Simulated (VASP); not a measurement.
# Ag (P6_3/mmc) in VASP: single point with PBE

Aim: the single point of Ag with PBE.

Everything below comes from runs of VASP 6.6.1. Logs are shortened: lines on timing, memory, paths and dates and some standing lists are left out, and cuts for length are marked.

## Step 1: The cell of the first run

It takes space group P6_3/mmc (No. 194, hexagonal). The conventional cell has a = 2.581 Å, b = 2.581 Å, c = 4.244 Å, α = 90.00°, β = 90.00°, γ = 120.00°. Within 3.4 Å of Ag (site symmetry -6m2) lie 12 Ag at 2.58 to 2.59 Å.

This isn't the form of Ag at room conditions, which is fcc.

## Step 2: Single point, PBE

File INCAR:

```
PREC = Accurate
ENCUT = 520
EDIFF = 1E-6
ISMEAR = -1
SIGMA = 0.08
LREAL = False
LASPH = True
NELM = 80
ALGO = Normal
ISIF = 2
LWAVE = False
LCHARG = True
GGA = PE
LELF = True
LVHAR = True
NBANDS = 18
```

File KPOINTS:

```
regular mesh
0
Gamma
  17 17 9
```

File POSCAR:

```
Ag
1.0
    2.5810831443      0.0000000000      0.0000000000
   -1.2905415722      2.2352835723      0.0000000000
    0.0000000000      0.0000000000      4.2443906312
Ag
2
Direct
    0.3333333333      0.6666666667      0.2500000000
    0.6666666667      0.3333333333      0.7500000000
```

Potentials or basis: VASP PAW PBE potentials, release 64 (Ag).

The run is started by

```
$ cat potpaw_PBE.64/Ag/POTCAR > POTCAR
$ mpirun -np 1 vasp_std > vasp.out
```

OUTCAR:

```text
PREC = Accurate
   ENCUT = 520
   EDIFF = 1E-6
   ISMEAR = -1
   LREAL = False
   LASPH = True
   NELM = 80
   ISIF = 2
   GGA = PE

 ion  position               nearest neighbor table
   1  0.333  0.667  0.250-   2 2.59   2 2.59   2 2.59   2 2.59   2 2.59   2 2.59
   2  0.667  0.333  0.750-   1 2.59   1 2.59   1 2.59   1 2.59   1 2.59   1 2.59

  LATTYP: Found a hexagonal cell.
 ALAT       =     2.5810831443
 C/A-ratio  =     1.6444222808

  Lattice vectors:

 A1 = (   2.5810831443,   0.0000000000,   0.0000000000)
 A2 = (  -1.2905415722,   2.2352835723,   0.0000000000)
 A3 = (   0.0000000000,   0.0000000000,   4.2443906312)

Analysis of symmetry for initial positions (statically):
=====================================================================
 Subroutine PRICEL returns:
 Original cell was already a primitive cell.

 Routine SETGRP: Setting up the symmetry group for a
 hexagonal supercell.

 Subroutine GETGRP returns: Found 24 space group operations
 (whereof 12 operations were pure point group operations)
 out of a pool of 24 trial point group operations.

The static configuration has the point symmetry D_3d.
 The point group associated with its full space group is D_6h.

Analysis of symmetry for dynamics (positions and initial velocities):
=====================================================================
 Subroutine PRICEL returns:
 Original cell was already a primitive cell.

 Routine SETGRP: Setting up the symmetry group for a
 hexagonal supercell.

 Subroutine GETGRP returns: Found 24 space group operations
 (whereof 12 operations were pure point group operations)
 out of a pool of 24 trial point group operations.

The dynamic configuration has the point symmetry D_3d.
 The point group associated with its full space group is D_6h.

 Subroutine INISYM returns: Found 24 space group operations
 (whereof 12 operations are pure point group operations),
 and found     1 'primitive' translations

----------------------------------------------------------------------------------------

                                     Primitive cell

  volume of cell :      24.4878

  direct lattice vectors                    reciprocal lattice vectors
     2.581083144  0.000000000  0.000000000     0.387434245  0.223685266  0.000000000
    -1.290541572  2.235283572  0.000000000     0.000000000  0.447370532  0.000000000
     0.000000000  0.000000000  4.244390631     0.000000000  0.000000000  0.235605081

  length of vectors
     2.581083144  2.581083144  4.244390631     0.447370532  0.447370532  0.235605081

  position of ions in fractional coordinates (direct lattice)
     0.333333333  0.666666667  0.250000000
     0.666666667  0.333333333  0.750000000

  ion indices of the primitive-cell ions
   primitive index   ion index
                 1           1
                 2           2

----------------------------------------------------------------------------------------

 KPOINTS: regular mesh

Automatic generation of k-mesh.
 Grid dimensions read from file:
 generate k-points for:   17   17    9

 Generating k-lattice:

  Cartesian coordinates                     Fractional coordinates (reciprocal lattice)
     0.022790250  0.013157957  0.000000000     0.058823529  0.000000000  0.000000000
     0.000000000  0.026315914  0.000000000     0.000000000  0.058823529  0.000000000
     0.000000000  0.000000000  0.026178342     0.000000000  0.000000000  0.111111111

  Length of vectors
     0.026315914  0.026315914  0.026178342

  Shift w.r.t. Gamma in fractional coordinates (k-lattice)
     0.000000000  0.000000000  0.000000000

 Subroutine IBZKPT returns following result:
 ===========================================

 Found    165 irreducible k-points:

 Following reciprocal coordinates:
            Coordinates               Weight
  0.000000  0.000000  0.000000      1.000000
  0.058824  0.000000  0.000000      6.000000
  0.117647  0.000000  0.000000      6.000000
  0.176471  0.000000  0.000000      6.000000
  0.235294  0.000000  0.000000      6.000000
  0.294118  0.000000  0.000000      6.000000
[... 16 lines left out ...]
  0.411765  0.117647  0.000000     12.000000
  0.176471  0.176471  0.000000      6.000000
 [... further k-points ...]
   k-points           NKPTS =    165   k-points in BZ     NKDIM =    165   number of bands    NBANDS=     18
   number of dos      NEDOS =    301   number of ions     NIONS =      2
   total plane-waves  NPLWV =  12800
   dimension x,y,z NGX =    20 NGY =   20 NGZ =   32
   dimension x,y,z NGXF=    40 NGYF=   40 NGZF=   64
   ions per type =               2
   NGX,Y,Z   is equivalent  to a cutoff of  12.88, 12.88, 12.53 a.u.
   NGXF,Y,Z  is equivalent  to a cutoff of  25.76, 25.76, 25.07 a.u.
 SYSTEM =  unknown system
   PREC   = accura    normal or accurate (medium, high low for compatibility)
   ISTART =      0    job   : 0-new  1-cont  2-samecut
   ICHARG =      2    charge: 1-file 2-atom 10-const
   ISPIN  =      1    spin polarized calculation?
   LNONCOLLINEAR =      F non collinear calculations
   LSORBIT =      F    spin-orbit coupling
   LASPH  =      T    aspherical Exc in radial PAW
   ENCUT  =  520.0 eV  38.22 Ry    6.18 a.u.   4.80  4.80  7.89*2*pi/ulx,y,z
   NELM   =     80;   NELMIN=  2; NELMDL= -5     # of ELM steps
   EDIFF  = 0.1E-05   stopping-criterion for ELM
   LREAL  =      F    real-space projection
   EDIFFG = 0.1E-04   stopping-criterion for IOM
   NSW    =      0    number of steps for IOM
   IBRION =     -1    ionic relax: 0-MD 1-quasi-New 2-CG
   NFREE  =      0    steps in history (QN), initial steepest desc. (CG)
   ISIF   =      2    stress and relaxation
   ISYM   =      2    0-nonsym 1-usesym 2-fastsym
   POTIM  = 0.5000    time-step for ionic-motion
   TEBEG  =    0.0;   TEEND  =   0.0 temperature during run
   PSTRESS=    0.0 pullay stress
   NELECT =      22.0000    total number of electrons
   NUPDOWN=      -1.0000    fix difference up-down
   EMIN   =  10.00;   EMAX   =-10.00  energy-range for DOS
   EFERMI =   0.00;   METHOD = LEGACY
   ISMEAR =    -1;   SIGMA  =   0.08  broadening in eV -4-tet -1-fermi 0-gaus
   EFERMI_NEDOS =   21; number of points for ismear=-14 and -15
   IALGO  =     38    algorithm
   IMIX   =      4    mixing-type and parameters
     AMIX     =   0.40;   BMIX     =  1.00
     AMIX_MAG =   1.60;   BMIX_MAG =  1.00
  volume/ion in A,a.u.               =      12.24        82.63
  Fermi-wavevector in a.u.,A,eV,Ry     =   1.579668  2.985139 33.951298  2.495350
  Thomas-Fermi vector in A             =   2.680012
   LORBIT       =      0    0 simple, 1 ext, 2 COOP (PROOUT), +10 PAW based schemes
   GGA     = PE    functional components
   LHFCALC =     F    Hartree Fock is set to
   AEXX    =    0.0000 exact exchange contribution
   IVDW    =     0    specifies the selected vdW correction
   LEPSILON=     F    determine dielectric tensor
   LRPA    =     F    only Hartree local field effects (RPA)
 non-spin polarized calculation
  energy-cutoff  :      520.00
  volume of cell :       24.49
 maximum number of plane-waves:       670
 NGX is ok and might be reduce to    20
   NGX =  9   NGY =  9   NGZ = 15

 number of electron      21.9999994 magnetization

 Free energy of the ion-electron system (eV)
  ---------------------------------------------------
  ext. energy  EPLUGINS =         0.00000000
  ---------------------------------------------------
  free energy    TOTEN  =        -3.12406401 eV

  energy without entropy =       -3.11642257  energy(sigma->0) =       -3.12024329

 E-fermi :  14.2225     XC(G=0): -14.3051

 val. band max:       14.1742987219   @ k =   0.1176   0.1176   0.2222
 cond. band min:      14.2951499394   @ k =   0.2941   0.1765   0.4444
 fundamental gap:      0.1208512175
 Fermi energy:        14.2225164598

 k-point     1 :       0.0000    0.0000    0.0000
  band No.  band energies     occupation
      1       3.4526      2.00000
      2       4.9608      2.00000
      3       7.5565      2.00000
      4       7.7447      2.00000
      5       7.7447      2.00000
      6       8.1748      2.00000
[... 10 lines left out ...]
     17      36.6719      0.00000
     18      36.6719      0.00000

 k-point     2 :       0.0588    0.0000    0.0000
  band No.  band energies     occupation
      1       3.5813      2.00000
      2       5.0494      2.00000
      3       7.4450      2.00000
      4       7.8324      2.00000
      5       7.8425      2.00000
      6       8.1341      2.00000
[... 10 lines left out ...]
     17      35.7253      0.00000
     18      35.7819      0.00000

 k-point     3 :       0.1176    0.0000    0.0000
  band No.  band energies     occupation
      1       3.9515      2.00000
      2       5.2870      2.00000
      3       7.2380      2.00000
      4       7.9462      2.00000
      5       8.0893      2.00000
      6       8.1318      2.00000
[... 10 lines left out ...]
     17      34.0846      0.00000
     18      35.0248      0.00000

 k-point     4 :       0.1765    0.0000    0.0000
  band No.  band energies     occupation
      1       4.5036      2.00000
      2       5.5674      2.00000
      3       7.0603      2.00000
      4       7.7835      2.00000
      5       7.8339      2.00000
      6       8.4326      2.00000
[... 10 lines left out ...]
     17      33.0106      0.00000
     18      33.5127      0.00000

 k-point     5 :       0.2353    0.0000    0.0000
  band No.  band energies     occupation
      1       5.0893      2.00000
      2       5.6862      2.00000
      3       7.0897      2.00000
      4       7.1193      2.00000
      5       7.7785      2.00000
      6       8.2084      2.00000
[... 10 lines left out ...]
     17      32.8579      0.00000
     18      33.4642      0.00000

 k-point     6 :       0.2941    0.0000    0.0000
  band No.  band energies     occupation
      1       5.3798      2.00000
      2       5.6584      2.00000
      3       6.4786      2.00000
      4       7.5334      2.00000
      5       7.8922      2.00000
      6       7.9970      2.00000
[... 10 lines left out ...]
     17      32.3552      0.00000
     18      33.0040      0.00000

 k-point     7 :       0.3529    0.0000    0.0000
  band No.  band energies     occupation
      1       5.2331      2.00000
      2       5.6948      2.00000
      3       5.9996      2.00000
      4       7.8207      2.00000
      5       8.1109      2.00000
      6       8.1529      2.00000
[... 10 lines left out ...]
     17      30.4851      0.00000
     18      32.2569      0.00000

 k-point     8 :       0.4118    0.0000    0.0000
  band No.  band energies     occupation
      1       5.0554      2.00000
      2       5.6566      2.00000
      3       5.6724      2.00000
      4       7.6949      2.00000
      5       8.1451      2.00000
      6       8.3343      2.00000
[... 10 lines left out ...]
     17      28.4347      0.00000
     18      31.5964      0.00000
[... 229 lines left out ...]
     17      33.3578      0.00000
     18      34.3667      0.00000

 k-point    20 :       0.2353    0.1176    0.0000
  band No.  band energies     occupation
      1       5.7742      2.00000
      2       5.8939      2.00000
      3       6.4171      2.00000
      4       7.0331      2.00000
      5       7.6933      2.00000
      6       7.9480      2.00000
[... 10 lines left out ...]
     17      32.7021      0.00000
     18      32.7957      0.00000

 k-point    21 :       0.2941    0.1176    0.0000
  band No.  band energies     occupation
      1       5.5721      2.00000
      2       5.9689      2.00000
      3       5.9877      2.00000
      4       7.5866      2.00000
      5       7.6221      2.00000
      6       8.1698      2.00000
[... 10 lines left out ...]
     17      30.6708      0.00000
     18      31.8313      0.00000

 k-point    22 :       0.3529    0.1176    0.0000
  band No.  band energies     occupation
      1       5.3806      2.00000
      2       5.6919      2.00000
      3       5.9391      2.00000
      4       7.5410      2.00000
      5       8.1494      2.00000
      6       8.1590      2.00000
[... 10 lines left out ...]
     17      28.6275      0.00000
     18      31.1176      0.00000

 k-point    23 :       0.4118    0.1176    0.0000
  band No.  band energies     occupation
      1       5.2763      2.00000
      2       5.5415      2.00000
      3       5.9018      2.00000
      4       7.5362      2.00000
      5       8.0240      2.00000
      6       8.4663      2.00000
[... 10 lines left out ...]
     17      27.1537      0.00000
     18      30.7369      0.00000

 k-point    24 :       0.1765    0.1765    0.0000
  band No.  band energies     occupation
      1       5.9450      2.00000
      2       6.1703      2.00000
      3       6.5088      2.00000
      4       6.5437      2.00000
      5       7.6247      2.00000
      6       7.9286      2.00000
[... 10 lines left out ...]
     17      32.7419      0.00000
     18      33.9750      0.00000

 [... further k-points ...]

------------------------ aborting loop because EDIFF is reached ----------------------------------------

  FORCE on cell =-STRESS in cart. coord.  units (eV):
  Direction    XX          YY          ZZ          XY          YZ          ZX
  --------------------------------------------------------------------------------------
  -------------------------------------------------------------------------------------
  Total       15.1431007     15.1431007     15.1486520     -0.0000000      0.0000000     -0.0000000
  in kB      990.7758755    990.7758755    991.1390866     -0.0000000      0.0000000     -0.0000000
  external PRESSURE =     990.8969459 kB  Pullay stress =       0.0000000 kB

 VOLUME and BASIS-vectors are now :
 -----------------------------------------------------------------------------
  energy-cutoff  :      520.00
  volume of cell :       24.49
      direct lattice vectors                 reciprocal lattice vectors
     2.581083144  0.000000000  0.000000000     0.387434245  0.223685266  0.000000000
    -1.290541572  2.235283572  0.000000000     0.000000000  0.447370532  0.000000000
     0.000000000  0.000000000  4.244390631     0.000000000  0.000000000  0.235605081

 POSITION                                       TOTAL-FORCE (eV/Angst)
 -----------------------------------------------------------------------------------
     -0.00000      1.49019      1.06110        -0.000000      0.000000      0.000000
      1.29054      0.74509      3.18329         0.000000     -0.000000      0.000000
 -----------------------------------------------------------------------------------
    total drift:                               -0.000000      0.000000     -0.000000

  FREE ENERGIE OF THE ION-ELECTRON SYSTEM (eV)
  ---------------------------------------------------
  free  energy   TOTEN  =        -3.1240640088 eV

  energy  without entropy=       -3.1164225715  energy(sigma->0) =       -3.12024329
```

Wall time 62 s (1 thread of Intel Xeon 8259CL, shared host); peak memory 0.18 GiB.

Results:

```
Free energy            : -3.1241 eV
Pressure               : 99.1 GPa
Band gap on the k mesh : zero (bands 11 and 12 overlap by 8.72 eV)
```

Levels at points of the mesh, in eV from the Fermi level:
| k point | band 7 | band 8 | band 9 | band 10 | band 11 | band 12 | band 13 | band 14 | band 15 | band 16 |
| --- | --- | --- | --- | --- | --- | --- | --- | --- | --- | --- |
| (0.00, 0.00, 0.00) | -6.05 | -5.37 | -5.37 | -3.63 | -3.63 | -1.67 | 5.57 | 15.94 | 18.09 | 18.84 |

Caveat: the cell stands under pressure.
